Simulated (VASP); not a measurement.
# SnO2 (R-3m) in VASP: notebook, part 2 of 2

VASP 6.6.1. Earlier steps stand in the parts before.

**5. Single point, PBE**

This run uses another cell than the first one, of 15.50 Å³/atom.

INCAR reads:

```
PREC = Accurate
ENCUT = 520
EDIFF = 1E-7
ISMEAR = 0
SIGMA = 0.05
LREAL = False
LASPH = True
NELM = 60
ALGO = Normal
ISIF = 2
LWAVE = False
LCHARG = False
GGA = PE
NBANDS = 20
```

KPOINTS reads:

```
Automatic mesh
0
Gamma
  12 12 12
```

POSCAR reads:

```
SnO2
1.0
    1.5898000000      0.9178714580      5.3117000000
   -1.5898000000      0.9178714580      5.3117000000
    0.0000000000     -1.8357429159      5.3117000000
Sn O
1 2
Direct
    0.5000000000      0.5000000000      0.5000000000
    0.2348826742      0.2348826742      0.2348826742
    0.7651173258      0.7651173258      0.7651173258
```

Potentials or basis: VASP PAW PBE potentials, release 64 (Sn_d, O).

Run with:

```
> cat potpaw_PBE.64/Sn_d/POTCAR potpaw_PBE.64/O/POTCAR > POTCAR
> mpirun -np 1 vasp_std > vasp.out
```

OUTCAR:

```text
PREC = Accurate
   ENCUT = 520
   EDIFF = 1E-7
   ISMEAR = 0
   LREAL = False
   LASPH = True
   NELM = 60
   ISIF = 2
   GGA = PE

 ion  position               nearest neighbor table
   1  0.500  0.500  0.500-   2 2.13   2 2.13   3 2.13   3 2.13   2 2.13   3 2.13
   2  0.235  0.235  0.235-   1 2.13   1 2.13   1 2.13
   3  0.765  0.765  0.765-   1 2.13   1 2.13   1 2.13

  LATTYP: Found a trigonal (rhomboedric) cell.
 ALAT       =     5.6199741052
 COS(alpha) =     0.8399534371

  Lattice vectors:

 A1 = (   1.5898000000,   0.9178714580,   5.3117000000)
 A2 = (  -1.5898000000,   0.9178714580,   5.3117000000)
 A3 = (   0.0000000000,  -1.8357429159,   5.3117000000)

Analysis of symmetry for initial positions (statically):
=====================================================================
 Subroutine PRICEL returns:
 Original cell was already a primitive cell.

 Routine SETGRP: Setting up the symmetry group for a
 trigonal (rhombohedral) supercell.

 Subroutine GETGRP returns: Found 12 space group operations
 (whereof 12 operations were pure point group operations)
[... 158 lines left out ...]

 Free energy of the ion-electron system (eV)
  ---------------------------------------------------
  ext. energy  EPLUGINS =         0.00000000
  ---------------------------------------------------
  free energy    TOTEN  =       -18.13528464 eV

  energy without entropy =      -18.13528464  energy(sigma->0) =      -18.13528464

 E-fermi :   2.5900     XC(G=0):  -9.5297

 val. band max:        2.3260606850   @ k =  -0.1667   0.2500   0.0833
 cond. band min:       4.6452880969   @ k =   0.0000   0.0000   0.0000
 fundamental gap:      2.3192274119
 Fermi energy:         2.5900152390

 k-point     1 :       0.0000    0.0000    0.0000
  band No.  band energies     occupation
      1     -17.5036      2.00000
      2     -17.3739      2.00000
      3     -17.3739      2.00000
      4     -17.1681      2.00000
      5     -17.1681      2.00000
      6     -15.4722      2.00000
[... 541 lines left out ...]
     19      15.2752      0.00000
     20      16.5101      0.00000

 [... further k-points ...]
[... 5 lines left out ...]
  --------------------------------------------------------------------------------------
  -------------------------------------------------------------------------------------
  Total        0.6773046      0.6773046     -1.5314200      0.0000000     -0.0000000      0.0000000
  in kB       23.3338004     23.3338004    -52.7589026      0.0000000     -0.0000000      0.0000000
  external PRESSURE =      -2.0304340 kB  Pullay stress =       0.0000000 kB

 VOLUME and BASIS-vectors are now :
 -----------------------------------------------------------------------------
  energy-cutoff  :      520.00
  volume of cell :       46.51
      direct lattice vectors                 reciprocal lattice vectors
     1.589800000  0.917871458  5.311700000     0.314504969  0.181579529  0.062754548
    -1.589800000  0.917871458  5.311700000    -0.314504969  0.181579529  0.062754548
     0.000000000 -1.835742916  5.311700000     0.000000000 -0.363159057  0.062754548

 POSITION                                       TOTAL-FORCE (eV/Angst)
 -----------------------------------------------------------------------------------
      0.00000      0.00000      7.96755         0.000000      0.000000     -0.000000
      0.00000      0.00000      3.74288         0.000000     -0.000000     -0.676761
      0.00000      0.00000     12.19222         0.000000      0.000000      0.676761
 -----------------------------------------------------------------------------------
    total drift:                               -0.000000      0.000000     -0.000000

  FREE ENERGIE OF THE ION-ELECTRON SYSTEM (eV)
  ---------------------------------------------------
  free  energy   TOTEN  =       -18.1352846351 eV

  energy  without entropy=      -18.1352846351  energy(sigma->0) =      -18.13528464
```

Wall time 5.8 min (1 thread of Intel Xeon Platinum 8259CL at 2.50GHz (Skylake/Cascade Lake), shared host); peak memory 0.36 GiB.

What came out:

| Quantity | Value |
| --- | --- |
| Free energy | -18.1353 eV |
| Pressure | -0.2 GPa |
| Largest force | 0.677 eV/Å |
| Band gap on the k mesh | 2.32 eV (least direct gap 2.54 eV) |

Forces on the atoms (eV/Å):
```
Sn   0.000  0.000  0.000
O    0.000  0.000 -0.677
O    0.000  0.000  0.677
```

Levels at points of the mesh, in eV from the valence-band top:
```tsv
k point	band 10	band 11	band 12	band 13	band 14	band 15	band 16	band 17
(0.00, 0.00, 0.00)	-1.01	-0.57	-0.57	-0.22	2.32	5.88	10.94	11.54
(0.50, 0.00, 0.00)	-2.55	-1.43	-0.41	-0.33	5.32	7.48	10.54	11.98
(0.50, 0.50, 0.00)	-2.59	-1.29	-0.36	-0.03	5.15	6.97	10.77	11.66
(0.50, 0.50, 0.50)	-1.03	-0.91	-0.55	-0.55	3.15	5.72	11.08	11.61
```

Caveat: spin-orbit coupling is left out, which moves the levels of the heavy elements. A k mesh can miss the band edges.

**6. Single point, PBE**

This run uses another cell than the first one, of 15.49 Å³/atom.

INCAR reads:

```
SYSTEM = SnO2
PREC = Accurate
ENCUT = 520
EDIFF = 1E-6
ISMEAR = 0
SIGMA = 0.05
LREAL = .FALSE.
LASPH = .TRUE.
NELM = 100
ALGO = Normal
ISIF = 2
LWAVE = .FALSE.
LCHARG = .FALSE.
GGA = PE
NBANDS = 20
```

KPOINTS reads:

```
regular mesh
0
G
  12 12 12
  0 0 0
```

POSCAR reads:

```
SnO2
1.0
    1.6976000000      0.9801098170      4.6559333333
   -1.6976000000      0.9801098170      4.6559333333
    0.0000000000     -1.9602196339      4.6559333333
Sn O
1 2
Direct
    0.5000000000      0.5000000000      0.5000000000
    0.2348826742      0.2348826742      0.2348826742
    0.7651173258      0.7651173258      0.7651173258
```

Potentials or basis: VASP PAW PBE potentials, release 64 (Sn_d, O).

Run with:

```
> cat potpaw_PBE.64/Sn_d/POTCAR potpaw_PBE.64/O/POTCAR > POTCAR
> mpirun -np 1 vasp_std > vasp.out
```

Wall time 4.1 min (1 thread of Intel Xeon Platinum 8259CL at 2.50GHz (Skylake/Cascade Lake), shared host); peak memory 0.35 GiB.

It converged, with:

| Quantity | Value |
| --- | --- |
| Free energy | -18.0227 eV |
| Pressure | -9.8 GPa |
| Largest force | 0.139 eV/Å |
| Band gap on the k mesh | 1.02 eV (least direct gap 1.12 eV) |

Forces on the atoms (eV/Å):
```
Sn   0.000  0.000  0.000
O    0.000  0.000 -0.139
O    0.000  0.000  0.139
```

Stress tensor (GPa, compression positive):
```
-13.77   0.00   0.00
  0.00 -13.77   0.00
  0.00   0.00  -1.81
```

Levels at points of the mesh, in eV from the valence-band top:
| k point | band 9 | band 10 | band 11 | band 12 | band 13 | band 14 | band 15 | band 16 | band 17 | band 18 |
| --- | --- | --- | --- | --- | --- | --- | --- | --- | --- | --- |
| (0.00, 0.00, 0.00) | -1.39 | -1.39 | -1.20 | -1.20 | -0.10 | 1.02 | 5.20 | 9.81 | 9.81 | 11.03 |
| (0.50, 0.00, 0.00) | -3.75 | -3.06 | -1.23 | -0.68 | -0.61 | 4.46 | 7.19 | 8.89 | 11.93 | 12.12 |
| (0.50, 0.50, 0.00) | -4.01 | -3.17 | -0.83 | -0.52 | -0.07 | 4.23 | 6.26 | 9.87 | 10.37 | 11.94 |
| (0.50, 0.50, 0.50) | -1.47 | -1.47 | -1.29 | -1.14 | -1.14 | 2.38 | 5.14 | 10.03 | 10.03 | 12.26 |

Caveat: the cell stands under tension; spin-orbit coupling is left out, which moves the levels of the heavy elements.

**7. Single point, PBE**

This run uses another cell than the first one, of 15.64 Å³/atom.

INCAR reads:

```
ALGO = Normal ; EDIFF = 1E-7
ENCUT = 520 ; GGA = PE
ISIF = 2 ; ISMEAR = 0
LASPH = T ; LCHARG = F
LREAL = F ; LWAVE = F
NBANDS = 20 ; NELM = 100
PREC = Accurate ; SIGMA = 0.05
```

KPOINTS reads:

```
k-points
0
Gamma
  12 12 12
```

POSCAR reads:

```
SnO2
1.0
    1.6167660720      0.9334403269      5.1805666667
   -1.6167660720      0.9334403269      5.1805666667
    0.0000000000     -1.8668806537      5.1805666667
Sn O
1 2
Direct
    0.5000000000      0.5000000000      0.5000000000
    0.2348826742      0.2348826742      0.2348826742
    0.7651173258      0.7651173258      0.7651173258
```

Potentials or basis: VASP PAW PBE potentials, release 64 (Sn_d, O).

Run with:

```
> cat potpaw_PBE.64/Sn_d/POTCAR potpaw_PBE.64/O/POTCAR > POTCAR
> mpirun -np 1 vasp_std > vasp.out
```

OUTCAR:

```text
EDIFF = 1E-7
   ENCUT = 520
   GGA = PE
   ISIF = 2
   ISMEAR = 0
   LASPH = T
   LREAL = F
   NELM = 100
   PREC = Accurate

 ion  position               nearest neighbor table
   1  0.500  0.500  0.500-   2 2.15   3 2.15   2 2.15   2 2.15   3 2.15   3 2.15
   2  0.235  0.235  0.235-   1 2.15   1 2.15   1 2.15
   3  0.765  0.765  0.765-   1 2.15   1 2.15   1 2.15

  LATTYP: Found a trigonal (rhomboedric) cell.
 ALAT       =     5.5066790685
 COS(alpha) =     0.8275969929

  Lattice vectors:

 A1 = (   1.6167660720,   0.9334403269,   5.1805666667)
 A2 = (  -1.6167660720,   0.9334403269,   5.1805666667)
 A3 = (   0.0000000000,  -1.8668806537,   5.1805666667)

Analysis of symmetry for initial positions (statically):
=====================================================================
 Subroutine PRICEL returns:
 Original cell was already a primitive cell.

 Routine SETGRP: Setting up the symmetry group for a
 trigonal (rhombohedral) supercell.

 Subroutine GETGRP returns: Found 12 space group operations
 (whereof 12 operations were pure point group operations)
 out of a pool of 12 trial point group operations.

The static configuration has the point symmetry D_3d.

Analysis of symmetry for dynamics (positions and initial velocities):
=====================================================================
 Subroutine PRICEL returns:
 Original cell was already a primitive cell.

 Routine SETGRP: Setting up the symmetry group for a
 trigonal (rhombohedral) supercell.

 Subroutine GETGRP returns: Found 12 space group operations
 (whereof 12 operations were pure point group operations)
 out of a pool of 12 trial point group operations.

The dynamic configuration has the point symmetry D_3d.

 Subroutine INISYM returns: Found 12 space group operations
 (whereof 12 operations are pure point group operations),
 and found     1 'primitive' translations

[... 108 lines left out ...]
   NUPDOWN=      -1.0000    fix difference up-down
   EMIN   =  10.00;   EMAX   =-10.00  energy-range for DOS
   EFERMI =   0.00;   METHOD = LEGACY
   ISMEAR =     0;   SIGMA  =   0.05  broadening in eV -4-tet -1-fermi 0-gaus
   EFERMI_NEDOS =   21; number of points for ismear=-14 and -15
   IALGO  =     38    algorithm
   IMIX   =      4    mixing-type and parameters
     AMIX     =   0.40;   BMIX     =  1.00
     AMIX_MAG =   1.60;   BMIX_MAG =  1.00
  volume/ion in A,a.u.               =      15.64       105.52
  Fermi-wavevector in a.u.,A,eV,Ry     =   1.344761  2.541230 24.604543  1.808383
  Thomas-Fermi vector in A             =   2.472729
   LORBIT       =      0    0 simple, 1 ext, 2 COOP (PROOUT), +10 PAW based schemes
   GGA     = PE    functional components
   LHFCALC =     F    Hartree Fock is set to
   AEXX    =    0.0000 exact exchange contribution
   IVDW    =     0    specifies the selected vdW correction
   LEPSILON=     F    determine dielectric tensor
   LRPA    =     F    only Hartree local field effects (RPA)
 non-spin polarized calculation
 Gauss-broadening in eV      SIGMA  =   0.05
  energy-cutoff  :      520.00
  volume of cell :       46.91
 maximum number of plane-waves:      1282
 NGX is ok and might be reduce to    42
   NGX = 21   NGY = 21   NGZ = 21

 number of electron      25.9999995 magnetization

 Free energy of the ion-electron system (eV)
  ---------------------------------------------------
  ext. energy  EPLUGINS =         0.00000000
  ---------------------------------------------------
  free energy    TOTEN  =       -18.16986896 eV

  energy without entropy =      -18.16986896  energy(sigma->0) =      -18.16986896

 E-fermi :   2.6281     XC(G=0):  -9.5233

 val. band max:        2.3784021200   @ k =  -0.1667   0.2500   0.0833
 cond. band min:       4.4009407608   @ k =   0.0000   0.0000   0.0000
 fundamental gap:      2.0225386409
 Fermi energy:         2.6281471779

 k-point     1 :       0.0000    0.0000    0.0000
  band No.  band energies     occupation
      1     -17.5345      2.00000
      2     -17.3882      2.00000
      3     -17.3882      2.00000
      4     -17.2235      2.00000
      5     -17.2235      2.00000
      6     -15.3392      2.00000
[... 541 lines left out ...]
     19      15.1943      0.00000
     20      16.2959      0.00000

 [... further k-points ...]
[... 5 lines left out ...]
  --------------------------------------------------------------------------------------
  -------------------------------------------------------------------------------------
  Total       -0.7881860     -0.7881860     -1.3793199      0.0000000     -0.0000000     -0.0000000
  in kB      -26.9201243    -26.9201243    -47.1100241      0.0000000     -0.0000000     -0.0000000
  external PRESSURE =     -33.6500909 kB  Pullay stress =       0.0000000 kB

 VOLUME and BASIS-vectors are now :
 -----------------------------------------------------------------------------
  energy-cutoff  :      520.00
  volume of cell :       46.91
      direct lattice vectors                 reciprocal lattice vectors
     1.616766072  0.933440327  5.180566667     0.309259335  0.178550960  0.064343026
    -1.616766072  0.933440327  5.180566667    -0.309259335  0.178550960  0.064343026
     0.000000000 -1.866880654  5.180566667     0.000000000 -0.357101920  0.064343026

 POSITION                                       TOTAL-FORCE (eV/Angst)
 -----------------------------------------------------------------------------------
      0.00000      0.00000      7.77085         0.000000     -0.000000     -0.000000
      0.00000      0.00000      3.65048        -0.000000     -0.000000     -0.613940
      0.00000      0.00000     11.89122        -0.000000      0.000000      0.613940
 -----------------------------------------------------------------------------------
    total drift:                               -0.000000      0.000000     -0.000000

  FREE ENERGIE OF THE ION-ELECTRON SYSTEM (eV)
  ---------------------------------------------------
  free  energy   TOTEN  =       -18.1698689564 eV

  energy  without entropy=      -18.1698689564  energy(sigma->0) =      -18.16986896
```

Wall time 8.9 min (1 thread of Intel Xeon Platinum 8259CL at 2.50GHz (Skylake/Cascade Lake), shared host); peak memory 0.36 GiB.

Results:

```yaml
Free_energy: -18.1699 eV
Pressure: -3.4 GPa
Largest_force: 0.614 eV/Å
Band_gap_on_the_k_mesh: 2.02 eV (least direct gap 2.19 eV)
```

Forces in eV/Å, atoms in the order of the input:
```
Sn   0.000  0.000  0.000
O    0.000  0.000 -0.614
O    0.000  0.000  0.614
```

Caveat: the cell stands under tension; spin-orbit coupling is left out, which moves the levels of the heavy elements.

**8. Summary**

| cell | gap on the mesh (eV) | pressure (GPa) | largest force (eV/Å) |
| --- | --- | --- | --- |
| a = 5.383 Å, angles 35.0°, 3 atoms | 2.01 | -1.5 | 0.28 |
| a = 5.272 Å, angles 36.3°, 3 atoms | 1.69 | -4.6 | 0.24 |
| a = 5.161 Å, angles 37.8°, 3 atoms | 1.35 | -7.3 | 0.19 |
| a = 5.620 Å, angles 32.9°, 3 atoms | 2.32 | -0.2 | 0.68 |
| a = 5.052 Å, angles 39.3°, 3 atoms | 1.02 | -9.8 | 0.14 |
| a = 5.507 Å, angles 34.1°, 3 atoms | 2.02 | -3.4 | 0.61 |

Alike in all rows: task single point; level PBE; potentials or basis VASP PAW PBE potentials, release 64 (Sn_d, O); no spin polarisation; k mesh 12 × 12 × 12; cutoff (eV) 520; smearing gaussian 0.05 eV.

Caveats: spin-orbit coupling is left out, which moves the levels of the heavy elements; the cell stands under tension (at least some runs).

Total energies depend on the potentials used, so only differences within one code and one set of settings carry meaning.
